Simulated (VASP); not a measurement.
# SrCl2 (Fm-3m) in VASP: a series of runs, part 2 of 2

VASP 6.6.1. Earlier steps stand in the parts before.

### Step 4. Relaxation of cell and atoms, r2SCAN, target pressure 40 GPa, at which the enthalpy is minimised

This run uses another cell than the first one, of 19.84 Å³/atom.

POSCAR reads:

```
SrCl2
1.0
    0.0000000000      3.0986654901      3.0986654901
    3.0986654901      0.0000000000      3.0986654901
    3.0986654901      3.0986654901      0.0000000000
Sr Cl
1 2
Direct
    0.0000000000      0.0000000000      0.0000000000
    0.2500000000      0.2500000000      0.2500000000
    0.7500000000      0.7500000000      0.7500000000
```

INCAR.step1 reads:

```
  PREC = Accurate
  ENCUT = 600
  ISMEAR = 0
  SIGMA = 0.02
  LREAL = F
  LASPH = T
  NELM = 60
  GGA = PE
  ALGO = Normal
  EDIFF = 1E-4
  LWAVE = T
  LCHARG = F
```

INCAR.step2 reads:

```
  PREC = Accurate
  ENCUT = 600
  EDIFF = 1E-6
  ISMEAR = 0
  SIGMA = 0.02
  LREAL = F
  LASPH = T
  NELM = 60
  ALGO = Normal
  ISIF = 3
  LWAVE = F
  LCHARG = F
  METAGGA = R2SCAN
  LMIXTAU = T
  IBRION = 2
  NSW = 70
  EDIFFG = -0.008
  PSTRESS = 400.0
  ISTART = 1
```

KPOINTS reads:

```
regular mesh
0
Gamma
  6 6 6
```

Potentials or basis: VASP PAW PBE potentials, release 64 (Sr_sv, Cl).

The run is started by

```
cat potpaw_PBE.64/Sr_sv/POTCAR potpaw_PBE.64/Cl/POTCAR > POTCAR
cp INCAR.step1 INCAR
mpirun -np 1 vasp_std > vasp.out
cp INCAR.step2 INCAR
mpirun -np 1 vasp_std > vasp.out
```

OUTCAR:

```text
PREC = Accurate
   ENCUT = 600
   EDIFF = 1E-6
   ISMEAR = 0
   LREAL = F
   LASPH = T
   NELM = 60
   ISIF = 3
   METAGGA = R2SCAN
   IBRION = 2
   NSW = 70
   EDIFFG = -0.008
   PSTRESS = 400.0
   ISTART = 1

 ion  position               nearest neighbor table
   1  0.000  0.000  0.000-   3 2.68   3 2.68   3 2.68   2 2.68   3 2.68   2 2.68   2 2.68   2 2.68

   2  0.250  0.250  0.250-   1 2.68   1 2.68   1 2.68   1 2.68
   3  0.750  0.750  0.750-   1 2.68   1 2.68   1 2.68   1 2.68

  LATTYP: Found a face centered cubic cell.
 ALAT       =     6.1973309802

  Lattice vectors:

 A1 = (   0.0000000000,   3.0986654901,   3.0986654901)
 A2 = (   3.0986654901,   0.0000000000,   3.0986654901)
 A3 = (   3.0986654901,   3.0986654901,   0.0000000000)

Analysis of symmetry for initial positions (statically):
=====================================================================
 Subroutine PRICEL returns:
 Original cell was already a primitive cell.

 Routine SETGRP: Setting up the symmetry group for a
 face centered cubic supercell.

 Subroutine GETGRP returns: Found 48 space group operations
 (whereof 48 operations were pure point group operations)
 out of a pool of 48 trial point group operations.

The static configuration has the point symmetry O_h .

Analysis of symmetry for dynamics (positions and initial velocities):
=====================================================================
 Subroutine PRICEL returns:
 Original cell was already a primitive cell.

 Routine SETGRP: Setting up the symmetry group for a
 face centered cubic supercell.

 Subroutine GETGRP returns: Found 48 space group operations
 (whereof 48 operations were pure point group operations)
 out of a pool of 48 trial point group operations.

The dynamic configuration has the point symmetry O_h .

 Subroutine INISYM returns: Found 48 space group operations
 (whereof 48 operations are pure point group operations),
 and found     1 'primitive' translations

[... 92 lines left out ...]
   NFREE  =      1    steps in history (QN), initial steepest desc. (CG)
   ISIF   =      3    stress and relaxation
   ISYM   =      2    0-nonsym 1-usesym 2-fastsym
   POTIM  = 0.5000    time-step for ionic-motion
   TEBEG  =    0.0;   TEEND  =   0.0 temperature during run
   PSTRESS=  400.0 pullay stress
   NELECT =      24.0000    total number of electrons
   NUPDOWN=      -1.0000    fix difference up-down
   EMIN   =  10.00;   EMAX   =-10.00  energy-range for DOS
   EFERMI =   0.00;   METHOD = LEGACY
   ISMEAR =     0;   SIGMA  =   0.02  broadening in eV -4-tet -1-fermi 0-gaus
   EFERMI_NEDOS =   21; number of points for ismear=-14 and -15
   IALGO  =     38    algorithm
   IMIX   =      4    mixing-type and parameters
     AMIX     =   0.40;   BMIX     =  1.00
     AMIX_MAG =   1.60;   BMIX_MAG =  1.00
  volume/ion in A,a.u.               =      19.84       133.85
  Fermi-wavevector in a.u.,A,eV,Ry     =   1.209559  2.285736 19.905787  1.463034
  Thomas-Fermi vector in A             =   2.345133
   LORBIT       =      0    0 simple, 1 ext, 2 COOP (PROOUT), +10 PAW based schemes
   METAGGA = R2SCAN    functional components
   LHFCALC =     F    Hartree Fock is set to
   AEXX    =    0.0000 exact exchange contribution
   IVDW    =     0    specifies the selected vdW correction
   LEPSILON=     F    determine dielectric tensor
   LRPA    =     F    only Hartree local field effects (RPA)
 conjugate gradient relaxation of ions
 non-spin polarized calculation
 Gauss-broadening in eV      SIGMA  =   0.02
  energy-cutoff  :      600.00
  volume of cell :       59.51
 maximum number of plane-waves:      2012
   NGX = 17   NGY = 17   NGZ = 17

--------------------------------------- Ionic step        1  -------------------------------------------

 number of electron      24.0000002 magnetization

 Free energy of the ion-electron system (eV)
  ---------------------------------------------------
  ext. energy  EPLUGINS =         0.00000000
  ---------------------------------------------------
  free energy    TOTEN  =       -33.86669724 eV

  energy without entropy =      -33.86669724  energy(sigma->0) =      -33.86669724

------------------------ aborting loop because EDIFF is reached ----------------------------------------

  FORCE on cell =-STRESS in cart. coord.  units (eV):
  Direction    XX          YY          ZZ          XY          YZ          ZX
  --------------------------------------------------------------------------------------
  -------------------------------------------------------------------------------------
  Total       11.5328725     11.5328725     11.5328725      0.0000000      0.0000000     -0.0000000
  in kB      310.5231553    310.5231553    310.5231553      0.0000000      0.0000000     -0.0000000
  external PRESSURE =     -89.4768447 kB  Pullay stress =     400.0000000 kB
[... 104 lines left out ...]
--------------------------------------- Ionic step        4  -------------------------------------------

 number of electron      23.9999997 magnetization

 Free energy of the ion-electron system (eV)
  ---------------------------------------------------
  ext. energy  EPLUGINS =         0.00000000
  ---------------------------------------------------
  free energy    TOTEN  =       -33.18431318 eV

  energy without entropy =      -33.18431318  energy(sigma->0) =      -33.18431318

 E-fermi :   3.4776     XC(G=0): -10.8116

 val. band max:        3.2864507819   @ k =   0.5000   0.5000   0.0000
 cond. band min:       8.6945977021   @ k =   0.5000   0.5000   0.0000
 fundamental gap:      5.4081469202
 Fermi energy:         3.4776239110

 k-point     1 :       0.0000    0.0000    0.0000
  band No.  band energies     occupation
      1     -29.8077      2.00000
      2     -12.3311      2.00000
      3     -11.4263      2.00000
      4     -11.4263      2.00000
      5     -11.4263      2.00000
      6     -10.2785      2.00000
[... 327 lines left out ...]
  energy  without entropy=      -33.1843131803  energy(sigma->0) =      -33.18431318

  enthalpy is  TOTEN    =       -19.1005103297 eV   P V=       14.0838028506

 reached required accuracy - stopping structural energy minimisation
```

OSZICAR.step1:

```text
N       E                     dE             d eps       ncg     rms          rms(c)
DAV:   1     0.167785100685E+03    0.16779E+03   -0.13640E+04   512   0.159E+03
DAV:   2    -0.336246590275E+01   -0.17115E+03   -0.16753E+03   720   0.285E+02
DAV:   3    -0.109805849330E+02   -0.76181E+01   -0.76122E+01   704   0.635E+01
DAV:   4    -0.111849563050E+02   -0.20437E+00   -0.20435E+00   864   0.871E+00
DAV:   5    -0.111877476922E+02   -0.27914E-02   -0.27913E-02   712   0.910E-01    0.304E+01
DAV:   6    -0.109097923217E+02    0.27796E+00   -0.51318E-01   568   0.437E+00    0.187E+01
DAV:   7    -0.108942614998E+02    0.15531E-01   -0.45153E-01   608   0.446E+00    0.139E+00
DAV:   8    -0.108884561786E+02    0.58053E-02   -0.67593E-02   640   0.162E+00    0.447E-01
DAV:   9    -0.108897854036E+02   -0.13292E-02   -0.21820E-03   648   0.383E-01    0.202E-01
DAV:  10    -0.108905500431E+02   -0.76464E-03   -0.65620E-04   576   0.176E-01    0.865E-02
DAV:  11    -0.108906372822E+02   -0.87239E-04   -0.83765E-05   592   0.567E-02
   1 F= -.10890637E+02 E0= -.10890637E+02  d E =-.125539E-33
```

It took 2.3 min on 1 thread of Intel Xeon 6975P-C (Granite Rapids), shared host; peak memory 0.23 GiB.

What came out:

```yaml
Free_energy: -33.1843 eV
Relaxed_volume: 18.80 Å³/atom
Relaxed_cell: a = 4.305 Å, b = 4.305 Å, c = 4.305 Å, α = 60.00°, β = 60.00°, γ = 60.00°
Space_group_after_relaxing_to_0.1_Å: Fm-3m (No. 225)
Energy_change_on_relaxing_the_run_minimises_the_enthalpy: +227.5 meV/atom
Ionic_steps: 4
Pressure_after_relaxing: 40.0 GPa
Band_gap_on_the_k_mesh: 5.41 eV
```

Step by step:
| step | energy change (eV) | largest force (eV/Å) | pressure (GPa) | volume (Å³) |
| --- | --- | --- | --- | --- |
| 1 | 0.0000 | 0.0000 | 31.05 | 59.51 |
| 2 | 2.5809 | 0.0000 | 64.18 | 50.47 |
| 3 | 0.6561 | 0.0000 | 39.63 | 56.52 |
| 4 | 0.6824 | 0.0000 | 39.98 | 56.41 |

Final structure:
```
CELL_PARAMETERS angstrom
0.00000 3.04402 3.04402
3.04402 0.00000 3.04402
3.04402 3.04402 0.00000
ATOMIC_POSITIONS crystal
Sr 0.00000 0.00000 0.00000
Cl 0.25000 0.25000 0.25000
Cl 0.75000 0.75000 0.75000
```

Caveat: the cell is relaxed towards a set pressure, so the run minimises the enthalpy, not the energy; the PAW data sets were made with another functional, which shifts forces and pressure a little. A k mesh can miss the band edges.
